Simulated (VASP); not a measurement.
Crystal: Re.

```
Re
1.0
     1.38983    2.40726    0.00000
    -1.38983    2.40726    0.00000
     0.00000    0.00000    4.35377
Re
2
Direct
  0.33333 0.33334 0.25000
  0.66666 0.66667 0.75000
```

| Quantity | Value |
| --- | --- |
| Program | VASP 6.6.1 |
| Task | relaxation of cell and atoms |
| Functional | PBE |
| Potentials or basis | VASP PAW PBE potentials, release 64 (Re) |
| Cutoff | 600 eV |
| k mesh | 10 × 10 × 6 |
| Occupations | methfessel-paxton, width 0.033 eV |
| Spin | no spin polarisation |

At the start: pressure 10.2 GPa; volume 14.57 Å³/atom.

Question: Where does the relaxation end?

Answer: Over 9 steps the energy falls by 25.1 meV/atom and the volume is 14.92 Å³/atom (+2.5 %); space group P6_3/mmc (No. 194, to 0.1 Å) before and after.

The path:
```csv
step,energy change (eV),largest force (eV/Å),pressure (GPa),volume (Å³)
1,0.0000,0.0001,10.20,29.13
2,0.3272,0.0000,-30.79,33.18
3,-0.0416,0.0001,-2.73,30.09
4,-0.0347,0.0000,1.83,29.70
5,-0.0499,0.0001,-1.03,29.93
6,-0.0500,0.0001,-0.88,29.92
7,-0.0500,0.0001,-0.92,29.92
8,-0.0486,0.0000,2.46,29.66
9,-0.0502,0.0000,-0.04,29.85
```

Final structure:
```
Re
1.0
     1.38673    2.40190    0.00000
    -1.38673    2.40190    0.00000
     0.00000    0.00000    4.48047
Re
2
Direct
  0.33333 0.33334 0.25000
  0.66666 0.66667 0.75000
```
